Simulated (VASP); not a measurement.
# KF (Carobbiite) (Fm-3m) in VASP: notebook, part 2 of 2

VASP 6.6.1.

## (5) Single point, PBE-based screened hybrid

The input, POSCAR:

```
KF
1.0
    0.0000000000      2.6589566634      2.6589566634
    2.6589566634      0.0000000000      2.6589566634
    2.6589566634      2.6589566634      0.0000000000
K F
1 1
Direct
    0.0000000000      0.0000000000      0.0000000000
    0.5000000000      0.5000000000      0.5000000000
```

The input, INCAR.step1:

```
  PREC = Accurate
  ENCUT = 520
  EDIFF = 1E-5
  ISMEAR = 0
  SIGMA = 0.01
  LREAL = False
  LASPH = True
  NELM = 60
  ALGO = Normal
  ISIF = 2
  LWAVE = True
  LCHARG = False
  NBANDS = 15
  GGA = PE
```

The input, INCAR.step2:

```
  PREC = Accurate
  ENCUT = 520
  EDIFF = 1E-7
  ISMEAR = 0
  SIGMA = 0.01
  LREAL = False
  LASPH = True
  NELM = 60
  ALGO = Normal
  ISIF = 2
  LWAVE = False
  LCHARG = False
  GGA = PE
  LHFCALC = True
  AEXX = 0.35
  HFSCREEN = 0.5
  PRECFOCK = Normal
  NBANDS = 15
  ISTART = 1
```

The input, KPOINTS:

```
regular mesh
0
Gamma
  4 4 4
```

Potentials or basis: VASP PAW PBE potentials, release 64 (K_sv, F).

On the command line:

```bash
> cat potpaw_PBE.64/K_sv/POTCAR potpaw_PBE.64/F/POTCAR > POTCAR
> cp INCAR.step1 INCAR
> mpirun -np 1 vasp_std > vasp.out
> cp INCAR.step2 INCAR
> mpirun -np 1 vasp_std > vasp.out
```

OUTCAR:

```text
PREC = Accurate
   ENCUT = 520
   EDIFF = 1E-7
   ISMEAR = 0
   LREAL = False
   LASPH = True
   NELM = 60
   ISIF = 2
   GGA = PE
   LHFCALC = True
   AEXX = 0.35
   HFSCREEN = 0.5
   PRECFOCK = Normal
   ISTART = 1

 ion  position               nearest neighbor table
   1  0.000  0.000  0.000-   2 2.66   2 2.66   2 2.66   2 2.66   2 2.66   2 2.66
   2  0.500  0.500  0.500-   1 2.66   1 2.66   1 2.66   1 2.66   1 2.66   1 2.66

  LATTYP: Found a face centered cubic cell.
 ALAT       =     5.3179133268

  Lattice vectors:

 A1 = (   0.0000000000,   2.6589566634,   2.6589566634)
 A2 = (   2.6589566634,   0.0000000000,   2.6589566634)
 A3 = (   2.6589566634,   2.6589566634,   0.0000000000)

Analysis of symmetry for initial positions (statically):
=====================================================================
 Subroutine PRICEL returns:
 Original cell was already a primitive cell.

 Routine SETGRP: Setting up the symmetry group for a
 face centered cubic supercell.

 Subroutine GETGRP returns: Found 48 space group operations
 (whereof 48 operations were pure point group operations)
 out of a pool of 48 trial point group operations.

The static configuration has the point symmetry O_h .

Analysis of symmetry for dynamics (positions and initial velocities):
=====================================================================
 Subroutine PRICEL returns:
 Original cell was already a primitive cell.

 Routine SETGRP: Setting up the symmetry group for a
 face centered cubic supercell.

 Subroutine GETGRP returns: Found 48 space group operations
 (whereof 48 operations were pure point group operations)
 out of a pool of 48 trial point group operations.

The dynamic configuration has the point symmetry O_h .

 Subroutine INISYM returns: Found 48 space group operations
 (whereof 48 operations are pure point group operations),
 and found     1 'primitive' translations

----------------------------------------------------------------------------------------

                                     Primitive cell

  volume of cell :      37.5979

  direct lattice vectors                    reciprocal lattice vectors
     0.000000000  2.658956663  2.658956663    -0.188043682  0.188043682  0.188043682
     2.658956663  0.000000000  2.658956663     0.188043682 -0.188043682  0.188043682
     2.658956663  2.658956663  0.000000000     0.188043682  0.188043682 -0.188043682

  length of vectors
     3.760332575  3.760332575  3.760332575     0.325701210  0.325701210  0.325701210

  position of ions in fractional coordinates (direct lattice)
     0.000000000  0.000000000  0.000000000
     0.500000000  0.500000000  0.500000000

  ion indices of the primitive-cell ions
   primitive index   ion index
                 1           1
                 2           2

----------------------------------------------------------------------------------------

 KPOINTS: regular mesh

Automatic generation of k-mesh.
 Grid dimensions read from file:
 generate k-points for:    4    4    4

 Generating k-lattice:

  Cartesian coordinates                     Fractional coordinates (reciprocal lattice)
[... 32 lines left out ...]
   NGXF,Y,Z  is equivalent  to a cutoff of  24.76, 24.76, 24.76 a.u.
 SYSTEM =  unknown system
   PREC   = accura    normal or accurate (medium, high low for compatibility)
   ISTART =      1    job   : 0-new  1-cont  2-samecut
   ICHARG =      0    charge: 1-file 2-atom 10-const
   ISPIN  =      1    spin polarized calculation?
   LNONCOLLINEAR =      F non collinear calculations
   LSORBIT =      F    spin-orbit coupling
   LASPH  =      T    aspherical Exc in radial PAW
   ENCUT  =  520.0 eV  38.22 Ry    6.18 a.u.   6.99  6.99  6.99*2*pi/ulx,y,z
   NELM   =     60;   NELMIN=  2; NELMDL=  0     # of ELM steps
   EDIFF  = 0.1E-06   stopping-criterion for ELM
   LREAL  =      F    real-space projection
   EDIFFG = 0.1E-05   stopping-criterion for IOM
   NSW    =      0    number of steps for IOM
   IBRION =     -1    ionic relax: 0-MD 1-quasi-New 2-CG
   NFREE  =      0    steps in history (QN), initial steepest desc. (CG)
   ISIF   =      2    stress and relaxation
   ISYM   =      3    0-nonsym 1-usesym 2-fastsym
   POTIM  = 0.5000    time-step for ionic-motion
   TEBEG  =    0.0;   TEEND  =   0.0 temperature during run
   PSTRESS=    0.0 pullay stress
   NELECT =      16.0000    total number of electrons
   NUPDOWN=      -1.0000    fix difference up-down
   EMIN   =  10.00;   EMAX   =-10.00  energy-range for DOS
   EFERMI =   0.00;   METHOD = LEGACY
   ISMEAR =     0;   SIGMA  =   0.01  broadening in eV -4-tet -1-fermi 0-gaus
   EFERMI_NEDOS =   21; number of points for ismear=-14 and -15
   IALGO  =     38    algorithm
   IMIX   =      1    mixing-type and parameters
     AMIX     =   0.40;   BMIX     =  1.00
     AMIX_MAG =   1.60;   BMIX_MAG =  1.00
  volume/ion in A,a.u.               =      18.80       126.86
  Fermi-wavevector in a.u.,A,eV,Ry     =   1.231384  2.326979 20.630609  1.516307
  Thomas-Fermi vector in A             =   2.366196
   LORBIT       =      0    0 simple, 1 ext, 2 COOP (PROOUT), +10 PAW based schemes
   GGA     = PE    functional components
   LHFCALC =     T    Hartree Fock is set to
   PRECFOCK=normal    Normal, Fast or Accurate (Low or Medium for compatibility)
   ENCUT4O =  -1.0   cutoff for four orbital integrals eV
   NKREDX  =     1    reduce k-point grid by
   NKREDY  =     1    reduce k-point grid by
   NKREDZ  =     1    reduce k-point grid by
   AEXX    =    0.3500 exact exchange contribution
   HFSCREEN=    0.5000 screening length (either q_TF or 0.3 A-1)
   HFSCREENC=   0.5000 screening length for correlation (either q_TF or 0.3 A-1)
   ENCUTFOCK=  -1.0 apply spherical cutoff to Coloumb kernel
   IVDW    =     0    specifies the selected vdW correction
   LEPSILON=     F    determine dielectric tensor
   LRPA    =     F    only Hartree local field effects (RPA)
 non-spin polarized calculation
 Gauss-broadening in eV      SIGMA  =   0.01
  energy-cutoff  :      520.00
  volume of cell :       37.60
 maximum number of plane-waves:      1036
  NGX = 24; NGY = 24; NGZ = 24

 number of electron      16.0000010 magnetization

 Free energy of the ion-electron system (eV)
  ---------------------------------------------------
  ext. energy  EPLUGINS =         0.00000000
  ---------------------------------------------------
  free energy    TOTEN  =        -9.93205114 eV

  energy without entropy =       -9.93205114  energy(sigma->0) =       -9.93205114

 E-fermi :  -4.1990     XC(G=0):  -6.9682

 val. band max:       -4.3326392787   @ k =   0.0000   0.0000   0.0000
 cond. band min:       3.6857282847   @ k =   0.0000   0.0000   0.0000
 fundamental gap:      8.0183675634
 Fermi energy:        -4.1990140253

 k-point     1 :       0.0000    0.0000    0.0000
  band No.  band energies     occupation
      1     -32.3198      2.00000
      2     -25.0169      2.00000
      3     -13.8037      2.00000
      4     -13.8037      2.00000
      5     -13.8037      2.00000
      6      -4.3326      2.00000
      7      -4.3326      2.00000
      8      -4.3326      2.00000
      9       3.6857      0.00000
     10       8.4837      0.00000
     11       8.4837      0.00000
     12       8.4837      0.00000
     13      10.3666      0.00000
     14      10.3666      0.00000
[... 113 lines left out ...]
      2     -25.0699      2.00000
      3     -14.2120      2.00000
      4     -14.2120      2.00000
      5     -13.8858      2.00000
      6      -4.7376      2.00000
      7      -4.4628      2.00000
      8      -4.4628      2.00000
      9       7.3772      0.00000
     10       7.3772      0.00000
     11       9.1242      0.00000
     12      11.4753      0.00000
     13      12.4893      0.00000
     14      12.9488      0.00000
     15      14.2098      0.00000

------------------------ aborting loop because EDIFF is reached ----------------------------------------

  FORCE on cell =-STRESS in cart. coord.  units (eV):
  Direction    XX          YY          ZZ          XY          YZ          ZX
  --------------------------------------------------------------------------------------
  -------------------------------------------------------------------------------------
  Total        0.1765489      0.1765489      0.1765489     -0.0000000      0.0000000     -0.0000000
  in kB        7.5233587      7.5233587      7.5233587     -0.0000000      0.0000000     -0.0000000
  external PRESSURE =       7.5233587 kB  Pullay stress =       0.0000000 kB

 VOLUME and BASIS-vectors are now :
 -----------------------------------------------------------------------------
  energy-cutoff  :      520.00
  volume of cell :       37.60
      direct lattice vectors                 reciprocal lattice vectors
     0.000000000  2.658956663  2.658956663    -0.188043682  0.188043682  0.188043682
     2.658956663  0.000000000  2.658956663     0.188043682 -0.188043682  0.188043682
     2.658956663  2.658956663  0.000000000     0.188043682  0.188043682 -0.188043682

 POSITION                                       TOTAL-FORCE (eV/Angst)
 -----------------------------------------------------------------------------------
      0.00000      0.00000      0.00000         0.000000     -0.000000      0.000000
      2.65896      2.65896      2.65896        -0.000000      0.000000     -0.000000
 -----------------------------------------------------------------------------------
    total drift:                               -0.000000     -0.000000     -0.000000

  FREE ENERGIE OF THE ION-ELECTRON SYSTEM (eV)
  ---------------------------------------------------
  free  energy   TOTEN  =        -9.9320511400 eV

  energy  without entropy=       -9.9320511400  energy(sigma->0) =       -9.93205114
```

Wall time 7.8 min (1 thread of Intel Xeon Platinum 8259CL at 2.50GHz (Skylake/Cascade Lake), shared host); peak memory 0.27 GiB.

What came out:

- Free energy: -9.9321 eV
- Pressure: 0.8 GPa
- Band gap on the k mesh: 8.02 eV, direct

Levels at points of the mesh, in eV from the valence-band top:
```csv
k point,band 5,band 6,band 7,band 8,band 9,band 10,band 11,band 12
"(0.00, 0.00, 0.00)",-9.47,0.00,0.00,0.00,8.02,12.82,12.82,12.82
"(0.50, 0.00, 0.00)",-9.50,-0.76,-0.35,-0.35,11.01,12.55,14.38,14.38
"(0.50, 0.50, 0.00)",-9.70,-0.17,-0.04,-0.04,10.10,12.47,13.80,16.13
```

Caveat: the k points lie up to 0.51 Å⁻¹ apart; the PAW data sets were made with another functional, which shifts forces and pressure a little.

## (6) Summary

```csv
level,share of exact exchange,screening parameter,gap on the mesh (eV),pressure (GPa)
PBE0,-,-,9.03,1.0
PBE-based screened hybrid,1,0.3 1/Å,13.52,-1.5
PBE-based screened hybrid,0.4,0.2078 1/Å,9.48,0.6
PBE-based screened hybrid,0.35,0.5 1/Å,8.02,0.8
```

Alike in all rows: task single point; potentials or basis VASP PAW PBE potentials, release 64 (K_sv, F); no spin polarisation; cell as given; k mesh 4 × 4 × 4; cutoff (eV) 520; smearing gaussian 0.01 eV.

Caveats: all runs use coarse meshes; the PAW data sets were made with another functional, which shifts forces and pressure a little.

Total energies depend on the potentials used, so only differences within one code and one set of settings carry meaning.
